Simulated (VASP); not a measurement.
# HPt3 in VASP: relaxation of the atoms with PBEsol

Aim: the relaxation of the atoms of HPt3 with PBEsol.

All numbers are computed with VASP 6.6.1; they aren't measurements. Logs are shortened: lines on timing, memory, paths and dates and some standing lists are left out, and cuts for length are marked.

**1. The cell of the first run**

The cell holds a slab with vacuum, 4 atoms: a = 2.770 Å, b = 2.770 Å, c = 19.298 Å, α = 90.00°, β = 90.00°, γ = 90.00°.

**2. Relaxation of the atoms, PBEsol**

The input, INCAR:

```
SYSTEM = HPt3
  PREC = Accurate
  ENCUT = 520
  EDIFF = 1E-7
  ISMEAR = 0
  SIGMA = 0.1
  LREAL = .FALSE.
  LASPH = .TRUE.
  NELM = 60
  ALGO = Normal
  ISIF = 2
  LWAVE = .FALSE.
  LCHARG = .FALSE.
  LDIPOL = .TRUE.
  IDIPOL = 3
  DIPOL = 0.5 0.5 0.335
  GGA = PS
  IBRION = 2
  NSW = 36
  EDIFFG = -0.025
```

The input, KPOINTS:

```
regular mesh
0
G
  10 10 1
  0 0 0
```

The input, POSCAR:

```
HPt3
1.0
    2.7704032196      0.0000000000      0.0000000000
    0.0000000000      2.7704032196      0.0000000000
    0.0000000000      0.0000000000     19.2978325186
Pt H
3 1
Selective dynamics
Direct
    0.5000000000      0.5000000000      0.2072771642  F F F
    0.0000000000      0.0000000000      0.3057065440  F F F
    0.5000000000      0.5000000000      0.4040781529  F F F
    1.0000000000      1.0000000000      0.4247261148  F F T
```

Potentials or basis: VASP PAW PBE potentials, release 64 (Pt, H).

Command:

```bash
> cat potpaw_PBE.64/Pt/POTCAR potpaw_PBE.64/H/POTCAR > POTCAR
> mpirun -np 1 vasp_std > vasp.out
```

OUTCAR:

```text
SYSTEM = HPt3
   PREC = Accurate
   ENCUT = 520
   EDIFF = 1E-7
   ISMEAR = 0
   LREAL = .FALSE.
   LASPH = .TRUE.
   NELM = 60
   ISIF = 2
   GGA = PS
   IBRION = 2
   NSW = 36
   EDIFFG = -0.025

 ion  position               nearest neighbor table
   1  0.500  0.500  0.207-   2 2.73   2 2.73   2 2.73   2 2.73
   2  0.000  0.000  0.306-   3 2.73   3 2.73   3 2.73   3 2.73   1 2.73   1 2.73   1 2.73   1 2.73

   3  0.500  0.500  0.404-   4 2.00   4 2.00   4 2.00   4 2.00   2 2.73   2 2.73   2 2.73   2 2.73

   4  0.000  0.000  0.425-   3 2.00   3 2.00   3 2.00   3 2.00

  LATTYP: Found a simple tetragonal cell.
 ALAT       =     2.7704032196
 C/A-ratio  =     6.9657125656

  Lattice vectors:

 A1 = (   2.7704032196,   0.0000000000,   0.0000000000)
 A2 = (   0.0000000000,   2.7704032196,   0.0000000000)
 A3 = (   0.0000000000,   0.0000000000,  19.2978325186)

Analysis of symmetry for initial positions (statically):
=====================================================================
 Subroutine PRICEL returns:
 Original cell was already a primitive cell.

 Routine SETGRP: Setting up the symmetry group for a
 simple tetragonal supercell.

 Subroutine GETGRP returns: Found  8 space group operations
 (whereof  8 operations were pure point group operations)
 out of a pool of 16 trial point group operations.

The static configuration has the point symmetry C_4v.

Analysis of symmetry for dynamics (positions and initial velocities):
=====================================================================
 Subroutine PRICEL returns:
 Original cell was already a primitive cell.

 Routine SETGRP: Setting up the symmetry group for a
 simple tetragonal supercell.

 Subroutine GETGRP returns: Found  8 space group operations
 (whereof  8 operations were pure point group operations)
 out of a pool of 16 trial point group operations.

The dynamic configuration has the point symmetry C_4v.

Analysis of constrained symmetry for selective dynamics:
=====================================================================
 Subroutine PRICEL returns:
 Original cell was already a primitive cell.

 Routine SETGRP: Setting up the symmetry group for a
 simple tetragonal supercell.

 Subroutine GETGRP returns: Found  8 space group operations
 (whereof  8 operations were pure point group operations)
 out of a pool of 16 trial point group operations.

The constrained configuration has the point symmetry C_4v.

 Subroutine INISYM returns: Found  8 space group operations
 (whereof  8 operations are pure point group operations),
 and found     1 'primitive' translations

----------------------------------------------------------------------------------------

                                     Primitive cell

  volume of cell :     148.1135

  direct lattice vectors                    reciprocal lattice vectors
     2.770403220  0.000000000  0.000000000     0.360958287  0.000000000  0.000000000
     0.000000000  2.770403220  0.000000000     0.000000000  0.360958287  0.000000000
     0.000000000  0.000000000 19.297832519     0.000000000  0.000000000  0.051819291

  length of vectors
     2.770403220  2.770403220 19.297832519     0.360958287  0.360958287  0.051819291

  position of ions in fractional coordinates (direct lattice)
     0.500000000  0.500000000  0.207277164
     0.000000000  0.000000000  0.305706544
     0.500000000  0.500000000  0.404078153
     0.000000000  0.000000000  0.424726115

  ion indices of the primitive-cell ions
   primitive index   ion index
                 1           1
                 2           2
                 3           3
                 4           4

----------------------------------------------------------------------------------------

 KPOINTS: regular mesh

Automatic generation of k-mesh.
 Grid dimensions read from file:
 generate k-points for:   10   10    1

 Generating k-lattice:

  Cartesian coordinates                     Fractional coordinates (reciprocal lattice)
     0.036095829  0.000000000  0.000000000     0.100000000  0.000000000  0.000000000
     0.000000000  0.036095829  0.000000000     0.000000000  0.100000000  0.000000000
     0.000000000  0.000000000  0.051819291     0.000000000  0.000000000  1.000000000

  Length of vectors
     0.036095829  0.036095829  0.051819291

  Shift w.r.t. Gamma in fractional coordinates (k-lattice)
     0.000000000  0.000000000  0.000000000

 Subroutine IBZKPT returns following result:
 ===========================================

 Found     21 irreducible k-points:

 Following reciprocal coordinates:
            Coordinates               Weight
  0.000000  0.000000  0.000000      1.000000
  0.100000  0.000000  0.000000      4.000000
  0.200000  0.000000  0.000000      4.000000
  0.300000  0.000000  0.000000      4.000000
  0.400000  0.000000  0.000000      4.000000
  0.500000  0.000000  0.000000      2.000000
[... 13 lines left out ...]
  0.500000  0.400000  0.000000      4.000000
  0.500000  0.500000  0.000000      1.000000
   k-points           NKPTS =     21   k-points in BZ     NKDIM =     21   number of bands    NBANDS=     19
   number of dos      NEDOS =    301   number of ions     NIONS =      4
   total plane-waves  NPLWV =  82944
   dimension x,y,z NGX =    24 NGY =   24 NGZ =  144
   dimension x,y,z NGXF=    48 NGYF=   48 NGZF=  288
   ions per type =               3   1
   NGX,Y,Z   is equivalent  to a cutoff of  14.40, 14.40, 12.41 a.u.
   NGXF,Y,Z  is equivalent  to a cutoff of  28.80, 28.80, 24.81 a.u.
 SYSTEM =  HPt3
   PREC   = accura    normal or accurate (medium, high low for compatibility)
   ISTART =      0    job   : 0-new  1-cont  2-samecut
   ICHARG =      2    charge: 1-file 2-atom 10-const
   ISPIN  =      1    spin polarized calculation?
   LNONCOLLINEAR =      F non collinear calculations
   LSORBIT =      F    spin-orbit coupling
   LASPH  =      T    aspherical Exc in radial PAW
   ENCUT  =  520.0 eV  38.22 Ry    6.18 a.u.   5.15  5.15 35.88*2*pi/ulx,y,z
   NELM   =     60;   NELMIN=  2; NELMDL= -5     # of ELM steps
   EDIFF  = 0.1E-06   stopping-criterion for ELM
   LREAL  =      F    real-space projection
   EDIFFG = -.3E-01   stopping-criterion for IOM
   NSW    =     36    number of steps for IOM
   IBRION =      2    ionic relax: 0-MD 1-quasi-New 2-CG
   NFREE  =      1    steps in history (QN), initial steepest desc. (CG)
   ISIF   =      2    stress and relaxation
   ISYM   =      2    0-nonsym 1-usesym 2-fastsym
   POTIM  = 0.5000    time-step for ionic-motion
   TEBEG  =    0.0;   TEEND  =   0.0 temperature during run
   PSTRESS=    0.0 pullay stress
   NELECT =      31.0000    total number of electrons
   NUPDOWN=      -1.0000    fix difference up-down
   EMIN   =  10.00;   EMAX   =-10.00  energy-range for DOS
   EFERMI =   0.00;   METHOD = LEGACY
   ISMEAR =     0;   SIGMA  =   0.10  broadening in eV -4-tet -1-fermi 0-gaus
   EFERMI_NEDOS =   21; number of points for ismear=-14 and -15
   IALGO  =     38    algorithm
   IMIX   =      4    mixing-type and parameters
     AMIX     =   0.40;   BMIX     =  1.00
     AMIX_MAG =   1.60;   BMIX_MAG =  1.00
  volume/ion in A,a.u.               =      37.03       249.88
  Fermi-wavevector in a.u.,A,eV,Ry     =   0.971995  1.836804 12.854426  0.944774
  Thomas-Fermi vector in A             =   2.102257
   LORBIT       =      0    0 simple, 1 ext, 2 COOP (PROOUT), +10 PAW based schemes
   GGA     = PS    functional components
   LHFCALC =     F    Hartree Fock is set to
   AEXX    =    0.0000 exact exchange contribution
   IVDW    =     0    specifies the selected vdW correction
   LEPSILON=     F    determine dielectric tensor
   LRPA    =     F    only Hartree local field effects (RPA)
 conjugate gradient relaxation of ions
 non-spin polarized calculation
 Gauss-broadening in eV      SIGMA  =   0.10
  energy-cutoff  :      520.00
  volume of cell :      148.11
 maximum number of plane-waves:      4015
 NGX is ok and might be reduce to    24
   NGX = 11   NGY = 11   NGZ = 71

 dipolmoment           0.000000      0.000000      0.013022 electrons x Angstroem

--------------------------------------- Ionic step        1  -------------------------------------------

 number of electron      30.9999998 magnetization

 Free energy of the ion-electron system (eV)
  ---------------------------------------------------
  ext. energy  EPLUGINS =         0.00000000
  ---------------------------------------------------
  free energy    TOTEN  =       -22.35913342 eV

  energy without entropy =      -22.32126933  energy(sigma->0) =      -22.34020137

------------------------ aborting loop because EDIFF is reached ----------------------------------------

  FORCE on cell =-STRESS in cart. coord.  units (eV):
  Direction    XX          YY          ZZ          XY          YZ          ZX
  --------------------------------------------------------------------------------------
  -------------------------------------------------------------------------------------
  Total       -1.7751360     -1.7751360      2.7812337      0.0000000      0.0000000      0.0000000
  in kB      -19.2020555    -19.2020555     30.0852455      0.0000000      0.0000000      0.0000000
  external PRESSURE =      -2.7729552 kB  Pullay stress =       0.0000000 kB
[... 137 lines left out ...]
  energy  without entropy=      -22.3667269394  energy(sigma->0) =      -22.38566868

--------------------------------------- Ionic step        5  -------------------------------------------

 number of electron      30.9999998 magnetization

 dipolmoment           0.000000      0.000000     -0.014128 electrons x Angstroem

 Free energy of the ion-electron system (eV)
  ---------------------------------------------------
  ext. energy  EPLUGINS =         0.00000000
  ---------------------------------------------------
  free energy    TOTEN  =       -22.40510700 eV

  energy without entropy =      -22.36723909  energy(sigma->0) =      -22.38617305

 E-fermi :  -0.3803     XC(G=0):  -5.2065

 val. band max:       -0.3921251980   @ k =   0.4000   0.3000   0.0000
 cond. band min:      -0.3637471091   @ k =   0.1000   0.1000   0.0000
 fundamental gap:      0.0283780889
 Fermi energy:        -0.3803255022

 k-point     1 :       0.0000    0.0000    0.0000
  band No.  band energies     occupation
      1     -10.8285      2.00000
      2      -8.7316      2.00000
      3      -7.0184      2.00000
      4      -6.8455      2.00000
      5      -5.5964      2.00000
      6      -4.4229      2.00000
[... 11 lines left out ...]
     18      -0.3267      0.44863
     19       1.0398      0.00000
[... 425 lines left out ...]
      5      -5.9140      2.00000
      6      -4.2846      2.00000
[... 11 lines left out ...]
     18       3.4342      0.00000
     19       6.5278      0.00000

------------------------ aborting loop because EDIFF is reached ----------------------------------------

 vacuum level on the upper side and lower side of the slab       (xc-potential included)        -0.309         0.011

  FORCE on cell =-STRESS in cart. coord.  units (eV):
  Direction    XX          YY          ZZ          XY          YZ          ZX
  --------------------------------------------------------------------------------------
  -------------------------------------------------------------------------------------
  Total       -2.5942456     -2.5942456      2.1624413      0.0000000      0.0000000      0.0000000
  in kB      -28.0625524    -28.0625524     23.3916265      0.0000000      0.0000000      0.0000000
  external PRESSURE =     -10.9111594 kB  Pullay stress =       0.0000000 kB

 VOLUME and BASIS-vectors are now :
 -----------------------------------------------------------------------------
  energy-cutoff  :      520.00
  volume of cell :      148.11
      direct lattice vectors                 reciprocal lattice vectors
     2.770403220  0.000000000  0.000000000     0.360958287  0.000000000  0.000000000
     0.000000000  2.770403220  0.000000000     0.000000000  0.360958287  0.000000000
     0.000000000  0.000000000 19.297832519     0.000000000  0.000000000  0.051819291
[... 10 lines left out ...]
  FREE ENERGIE OF THE ION-ELECTRON SYSTEM (eV)
  ---------------------------------------------------
  free  energy   TOTEN  =       -22.4051070043 eV

  energy  without entropy=      -22.3672390947  energy(sigma->0) =      -22.38617305

 reached required accuracy - stopping structural energy minimisation

 vacuum level on the upper side and lower side of the slab         4.983         5.309
```

It took 4.9 min on 1 thread of Intel Xeon 6975P-C (Granite Rapids), shared host; peak memory 0.28 GiB.

Results:

- Free energy: -22.4051 eV
- Energy gained by relaxing: 11.5 meV/atom
- Ionic steps: 5
- Band gap on the k mesh: zero (an odd number of electrons rules out a gap without spin polarisation)

The path:
```
step  energy change (eV)  largest force on free atoms (eV/Å)  pressure (GPa)
   1              0.0000                              0.4468           -0.28
   2             -0.0092                              0.4046           -0.37
   3             -0.0310                              0.2670           -0.64
   4             -0.0455                              0.0512           -1.17
   5             -0.0460                              0.0033           -1.09
```

Final structure:
```xyz
4
Lattice="2.7704 0.0000 0.0000 0.0000 2.7704 0.0000 0.0000 0.0000 19.2978" Properties=species:S:1:pos:R:3 pbc="T T T"
Pt    1.3852    1.3852    4.0000
Pt    0.0000    0.0000    5.8995
Pt    1.3852    1.3852    7.7978
H     0.0000    0.0000    8.3910
```

Caveat: the PAW data sets were made with another functional, which shifts forces and pressure a little; spin-orbit coupling is left out, which moves the levels of the heavy elements.
